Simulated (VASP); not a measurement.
# WSe2 (P6_3/mmc) in VASP: a series of runs

The runs below take WSe2 through single point, with PBE+D3(BJ).

All numbers are computed with VASP 6.6.1; they aren't measurements. Logs are shortened: lines on timing, memory, paths and dates and some standing lists are left out, and cuts for length are marked.

## Step 1: The cell of the first run

It takes space group P6_3/mmc (No. 194, hexagonal). The conventional cell has a = 3.213 Å, b = 3.213 Å, c = 12.789 Å, α = 90.00°, β = 90.00°, γ = 120.00°. Within 3.3 Å of W (site symmetry -6m2) lie 6 Se at 2.51 Å and 6 W at 3.21 Å. Se (site symmetry 3m) has 3 W at 2.51 Å and 7 Se at 3.21 to 3.37 Å within 3.4 Å.

## Step 2: Single point, PBE+D3(BJ) (strain -0.0200 x Voigt [1, 1, 0, 0, 0, 0])

The input, INCAR:

```
SYSTEM = WSe2
PREC = Accurate ; ENCUT = 520
EDIFF = 1E-7 ; ISMEAR = 0
SIGMA = 0.05 ; LREAL = .FALSE.
LASPH = .TRUE. ; NELM = 100
ALGO = Normal ; ISIF = 2
LWAVE = .FALSE. ; LCHARG = .TRUE.
GGA = PE ; IVDW = 12
LELF = .TRUE. ; LVHAR = .TRUE.
NBANDS = 35
```

The input, KPOINTS:

```
Automatic mesh
0
G
  12 12 2
  0 0 0
```

The input, POSCAR:

```
WSe2
1.0
    3.2134470080      0.0000000000      0.0000000000
   -1.6067235040      2.7829267427      0.0000000000
    0.0000000000      0.0000000000     12.7886113051
W Se
2 4
Direct
    0.3333333333      0.6666666667      0.2500000000
    0.6666666667      0.3333333333      0.7500000000
    0.3333333333      0.6666666667      0.6182912222
    0.6666666667      0.3333333333      0.1182912222
    0.3333333333      0.6666666667      0.8817087778
    0.6666666667      0.3333333333      0.3817087778
```

Potentials or basis: VASP PAW PBE potentials, release 64 (W_sv, Se).

Command:

```
$ cat potpaw_PBE.64/W_sv/POTCAR potpaw_PBE.64/Se/POTCAR > POTCAR
$ mpirun -np 1 vasp_std > vasp.out
```

OUTCAR:

```text
SYSTEM = WSe2
   PREC = Accurate
   ENCUT = 520
   EDIFF = 1E-7
   ISMEAR = 0
   LREAL = .FALSE.
   LASPH = .TRUE.
   NELM = 100
   ISIF = 2
   GGA = PE
   IVDW = 12
 IVDW          = 12

 ion  position               nearest neighbor table
   1  0.333  0.667  0.250-   4 2.51   6 2.51   4 2.51   6 2.51   4 2.51   6 2.51
   2  0.667  0.333  0.750-   3 2.51   5 2.51   3 2.51   5 2.51   3 2.51   5 2.51
   3  0.333  0.667  0.618-   2 2.51   2 2.51   2 2.51
   4  0.667  0.333  0.118-   1 2.51   1 2.51   1 2.51
   5  0.333  0.667  0.882-   2 2.51   2 2.51   2 2.51
   6  0.667  0.333  0.382-   1 2.51   1 2.51   1 2.51

  LATTYP: Found a hexagonal cell.
 ALAT       =     3.2134470080
 C/A-ratio  =     3.9797175037

  Lattice vectors:

 A1 = (   3.2134470080,   0.0000000000,   0.0000000000)
 A2 = (  -1.6067235040,   2.7829267427,   0.0000000000)
 A3 = (   0.0000000000,   0.0000000000,  12.7886113051)

Analysis of symmetry for initial positions (statically):
=====================================================================
 Subroutine PRICEL returns:
 Original cell was already a primitive cell.

 Routine SETGRP: Setting up the symmetry group for a
 hexagonal supercell.

 Subroutine GETGRP returns: Found 24 space group operations
 (whereof 12 operations were pure point group operations)
 out of a pool of 24 trial point group operations.

The static configuration has the point symmetry D_3d.
 The point group associated with its full space group is D_6h.

Analysis of symmetry for dynamics (positions and initial velocities):
=====================================================================
 Subroutine PRICEL returns:
 Original cell was already a primitive cell.

 Routine SETGRP: Setting up the symmetry group for a
 hexagonal supercell.

 Subroutine GETGRP returns: Found 24 space group operations
 (whereof 12 operations were pure point group operations)
 out of a pool of 24 trial point group operations.

The dynamic configuration has the point symmetry D_3d.
 The point group associated with its full space group is D_6h.

 Subroutine INISYM returns: Found 24 space group operations
 (whereof 12 operations are pure point group operations),
 and found     1 'primitive' translations

----------------------------------------------------------------------------------------

                                     Primitive cell

  volume of cell :     114.3658

  direct lattice vectors                    reciprocal lattice vectors
[... 99 lines left out ...]
   IBRION =     -1    ionic relax: 0-MD 1-quasi-New 2-CG
   NFREE  =      0    steps in history (QN), initial steepest desc. (CG)
   ISIF   =      2    stress and relaxation
   ISYM   =      2    0-nonsym 1-usesym 2-fastsym
   POTIM  = 0.5000    time-step for ionic-motion
   TEBEG  =    0.0;   TEEND  =   0.0 temperature during run
   PSTRESS=    0.0 pullay stress
   NELECT =      52.0000    total number of electrons
   NUPDOWN=      -1.0000    fix difference up-down
   EMIN   =  10.00;   EMAX   =-10.00  energy-range for DOS
   EFERMI =   0.00;   METHOD = LEGACY
   ISMEAR =     0;   SIGMA  =   0.05  broadening in eV -4-tet -1-fermi 0-gaus
   EFERMI_NEDOS =   21; number of points for ismear=-14 and -15
   IALGO  =     38    algorithm
   IMIX   =      4    mixing-type and parameters
     AMIX     =   0.40;   BMIX     =  1.00
     AMIX_MAG =   1.60;   BMIX_MAG =  1.00
  volume/ion in A,a.u.               =      19.06       128.63
  Fermi-wavevector in a.u.,A,eV,Ry     =   1.258859  2.378899 21.561515  1.584727
  Thomas-Fermi vector in A             =   2.392448
   LORBIT       =      0    0 simple, 1 ext, 2 COOP (PROOUT), +10 PAW based schemes
   GGA     = PE    functional components
   LHFCALC =     F    Hartree Fock is set to
   AEXX    =    0.0000 exact exchange contribution
   IVDW    =    12    specifies the selected vdW correction
   LEPSILON=     F    determine dielectric tensor
   LRPA    =     F    only Hartree local field effects (RPA)
 non-spin polarized calculation
 Gauss-broadening in eV      SIGMA  =   0.05
  energy-cutoff  :      520.00
  volume of cell :      114.37
 maximum number of plane-waves:      3132
 NGX is ok and might be reduce to    24
   NGX = 11   NGY = 11   NGZ = 47

 number of electron      52.0000004 magnetization

 Free energy of the ion-electron system (eV)
  ---------------------------------------------------
  ext. energy  EPLUGINS =         0.00000000
  ---------------------------------------------------
  free energy    TOTEN  =       -42.85195249 eV

  energy without entropy =      -42.85195249  energy(sigma->0) =      -42.85195249

 E-fermi :   7.1623     XC(G=0): -11.0957

 val. band max:        6.9006785249   @ k =   0.0000   0.0000   0.0000
 cond. band min:       7.8177471526   @ k =   0.1667   0.1667   0.0000
 fundamental gap:      0.9170686277
 Fermi energy:         7.1623292280

 k-point     1 :       0.0000    0.0000    0.0000
  band No.  band energies     occupation
      1     -67.2654      2.00000
      2     -67.2653      2.00000
      3     -31.5753      2.00000
      4     -31.5753      2.00000
      5     -31.3732      2.00000
      6     -31.3732      2.00000
[... 901 lines left out ...]
     34      11.1052      0.00000
     35      12.6724      0.00000

 [... further k-points ...]

------------------------ aborting loop because EDIFF is reached ----------------------------------------

 Edisp (eV)   -2.97316

 E8    (eV) :    -1.3261

  FORCE on cell =-STRESS in cart. coord.  units (eV):
  Direction    XX          YY          ZZ          XY          YZ          ZX
  --------------------------------------------------------------------------------------
  -------------------------------------------------------------------------------------
  Total       5.04512     5.04512     3.47007     0.00000     0.00000     0.00000
  in kB      70.67827    70.67827    48.61297     0.00000     0.00000     0.00000
  external pressure =       63.32 kB  Pullay stress =        0.00 kB

 VOLUME and BASIS-vectors are now :
 -----------------------------------------------------------------------------
  energy-cutoff  :      520.00
  volume of cell :      114.37
      direct lattice vectors                 reciprocal lattice vectors
     3.213447008  0.000000000  0.000000000     0.311192311  0.179666964  0.000000000
    -1.606723504  2.782926743  0.000000000     0.000000000  0.359333929  0.000000000
     0.000000000  0.000000000 12.788611305     0.000000000  0.000000000  0.078194573

 POSITION                                       TOTAL-FORCE (eV/Angst)
 -----------------------------------------------------------------------------------
     -0.00000      1.85528      3.19715         0.000000      0.000000      0.000000
      1.60672      0.92764      9.59146        -0.000000     -0.000000      0.000000
     -0.00000      1.85528      7.90709         0.000000      0.000000     -0.507687
      1.60672      0.92764      1.51278        -0.000000     -0.000000     -0.507687
     -0.00000      1.85528     11.27583        -0.000000      0.000000      0.507687
      1.60672      0.92764      4.88153        -0.000000     -0.000000      0.507687
 -----------------------------------------------------------------------------------
    total drift:                                0.000000     -0.000000      0.000000

  FREE ENERGIE OF THE ION-ELECTRON SYSTEM (eV)
  ---------------------------------------------------
  free  energy   TOTEN  =       -45.8251150456 eV

  energy  without entropy=      -45.8251150456  energy(sigma->0) =      -45.82511505
```

stdout:

```text
POSCAR found type information on POSCAR W Se
 POSCAR found :  2 types and       6 ions
 scaLAPACK will be used
 LDA part: xc-table for (Slater+PW92), standard interpolation
 POSCAR, INCAR and KPOINTS ok, starting setup
 FFT: planning ... GRIDC
 FFT: planning ... GRID_SOFT
 FFT: planning ... GRID
 WAVECAR not read
 entering main loop
```

Run time: 64 s. Hardware: 1 thread of Intel Xeon 6975P-C (Granite Rapids), shared host; peak memory 0.29 GiB.

What came out:

* Free energy: -45.8251 eV
* Pressure: 6.3 GPa
* Largest force: 0.508 eV/Å
* Band gap on the k mesh: 0.92 eV (least direct gap 1.78 eV)
* Dispersion energy per atom: -0.496 eV

Forces on the atoms (eV/Å):
```
W    0.000  0.000  0.000
W    0.000  0.000  0.000
Se   0.000  0.000 -0.508
Se   0.000  0.000 -0.508
Se   0.000  0.000  0.508
Se   0.000  0.000  0.508
```

Levels at points of the mesh, in eV from the valence-band top:
```tsv
k point	band 24	band 25	band 26	band 27	band 28	band 29
(0.00, 0.00, 0.00)	-1.29	-1.04	0.00	2.91	2.91	2.97
(0.50, 0.00, 0.00)	-1.32	-1.17	-0.86	2.43	2.49	2.53
(0.00, 0.00, 0.50)	-1.32	-0.24	-0.24	2.91	2.91	2.91
(0.50, 0.00, 0.50)	-1.37	-1.02	-1.02	2.50	2.50	2.74
```

Caveat: the cell differs from its parent crystal (strain -0.0200 x Voigt [1, 1, 0, 0, 0, 0]); the cell stands under pressure; spin-orbit coupling is left out, which moves the levels of the heavy elements. A k mesh can miss the band edges.

## Step 3: Single point, PBE+D3(BJ) (strain -0.0100 x Voigt [1, 1, 0, 0, 0, 0])

The input, INCAR:

```
SYSTEM = WSe2
ALGO = Normal ; EDIFF = 1E-6
ENCUT = 520 ; GGA = PE
ISIF = 2 ; ISMEAR = 0
IVDW = 12 ; LASPH = .TRUE.
LCHARG = .TRUE. ; LELF = .TRUE.
LREAL = .FALSE. ; LVHAR = .TRUE.
LWAVE = .FALSE. ; NBANDS = 35
NELM = 100 ; PREC = Accurate
SIGMA = 0.05
```

The input, KPOINTS:

```
k-points
0
G
  12 12 2
  0 0 0
```

Edit POSCAR of step 2 so:

```diff
@@ -2,4 +2,4 @@
 1.0
-    3.2134470080      0.0000000000      0.0000000000
-   -1.6067235040      2.7829267427      0.0000000000
+    3.2462372836      0.0000000000      0.0000000000
+   -1.6231186418      2.8113239543      0.0000000000
     0.0000000000      0.0000000000     12.7886113051
```

Potentials or basis: VASP PAW PBE potentials, release 64 (W_sv, Se).

Command:

```
$ cat potpaw_PBE.64/W_sv/POTCAR potpaw_PBE.64/Se/POTCAR > POTCAR
$ mpirun -np 1 vasp_std > vasp.out
```

OUTCAR:

```text
SYSTEM = WSe2
   EDIFF = 1E-6
   ENCUT = 520
   GGA = PE
   ISIF = 2
   ISMEAR = 0
   IVDW = 12
   LASPH = .TRUE.
   LREAL = .FALSE.
   NELM = 100
   PREC = Accurate
 IVDW          = 12

 ion  position               nearest neighbor table
   1  0.333  0.667  0.250-   4 2.52   6 2.52   4 2.52   6 2.52   4 2.52   6 2.52
   2  0.667  0.333  0.750-   3 2.52   5 2.52   3 2.52   5 2.52   3 2.52   5 2.52
   3  0.333  0.667  0.618-   2 2.52   2 2.52   2 2.52
   4  0.667  0.333  0.118-   1 2.52   1 2.52   1 2.52
   5  0.333  0.667  0.882-   2 2.52   2 2.52   2 2.52
   6  0.667  0.333  0.382-   1 2.52   1 2.52   1 2.52

  LATTYP: Found a hexagonal cell.
 ALAT       =     3.2462372836
 C/A-ratio  =     3.9395183370

  Lattice vectors:

 A1 = (   3.2462372836,   0.0000000000,   0.0000000000)
 A2 = (  -1.6231186418,   2.8113239543,   0.0000000000)
 A3 = (   0.0000000000,   0.0000000000,  12.7886113051)

Analysis of symmetry for initial positions (statically):
=====================================================================
 Subroutine PRICEL returns:
[... 184 lines left out ...]
 cond. band min:       7.6141358571   @ k =   0.1667   0.1667   0.0000
 fundamental gap:      0.9011652565
 Fermi energy:         7.0625131518

 k-point     1 :       0.0000    0.0000    0.0000
  band No.  band energies     occupation
      1     -67.5458      2.00000
      2     -67.5457      2.00000
      3     -31.8252      2.00000
      4     -31.8251      2.00000
      5     -31.6570      2.00000
      6     -31.6570      2.00000
[... 901 lines left out ...]
     34      10.7646      0.00000
     35      12.3596      0.00000

 [... further k-points ...]

------------------------ aborting loop because EDIFF is reached ----------------------------------------

 Edisp (eV)   -2.91208

 E8    (eV) :    -1.2989

  FORCE on cell =-STRESS in cart. coord.  units (eV):
  Direction    XX          YY          ZZ          XY          YZ          ZX
  --------------------------------------------------------------------------------------
  -------------------------------------------------------------------------------------
  Total       2.55612     2.55612     1.82633     0.00000     0.00000    -0.00000
  in kB      35.08945    35.08945    25.07114     0.00000     0.00000    -0.00000
  external pressure =       31.75 kB  Pullay stress =        0.00 kB

 VOLUME and BASIS-vectors are now :
 -----------------------------------------------------------------------------
  energy-cutoff  :      520.00
  volume of cell :      116.71
      direct lattice vectors                 reciprocal lattice vectors
     3.246237284  0.000000000  0.000000000     0.308048954  0.177852147  0.000000000
    -1.623118642  2.811323954  0.000000000     0.000000000  0.355704293  0.000000000
     0.000000000  0.000000000 12.788611305     0.000000000  0.000000000  0.078194573

 POSITION                                       TOTAL-FORCE (eV/Angst)
 -----------------------------------------------------------------------------------
     -0.00000      1.87422      3.19715        -0.000000     -0.000000      0.000000
      1.62312      0.93711      9.59146        -0.000000      0.000000      0.000000
     -0.00000      1.87422      7.90709         0.000000     -0.000000     -0.269518
      1.62312      0.93711      1.51278         0.000000      0.000000     -0.269518
     -0.00000      1.87422     11.27583         0.000000     -0.000000      0.269518
      1.62312      0.93711      4.88153        -0.000000      0.000000      0.269518
 -----------------------------------------------------------------------------------
    total drift:                               -0.000000      0.000000     -0.000000

  FREE ENERGIE OF THE ION-ELECTRON SYSTEM (eV)
  ---------------------------------------------------
  free  energy   TOTEN  =       -45.9025832793 eV

  energy  without entropy=      -45.9025832793  energy(sigma->0) =      -45.90258328
```

It took 57 s on 1 thread of Intel Xeon 6975P-C (Granite Rapids), shared host; peak memory 0.3 GiB.

What came out:

| Property | Result |
| --- | --- |
| Free energy | -45.9026 eV |
| Pressure | 3.2 GPa |
| Largest force | 0.270 eV/Å |
| Band gap on the k mesh | 0.90 eV (least direct gap 1.67 eV) |
| Dispersion energy per atom | -0.485 eV |

Forces on the atoms (eV/Å):
```
W    0.000  0.000  0.000
W    0.000  0.000  0.000
Se   0.000  0.000 -0.270
Se   0.000  0.000 -0.270
Se   0.000  0.000  0.270
Se   0.000  0.000  0.270
```

Caveat: the cell differs from its parent crystal (strain -0.0100 x Voigt [1, 1, 0, 0, 0, 0]); the cell stands under pressure; spin-orbit coupling is left out, which moves the levels of the heavy elements.
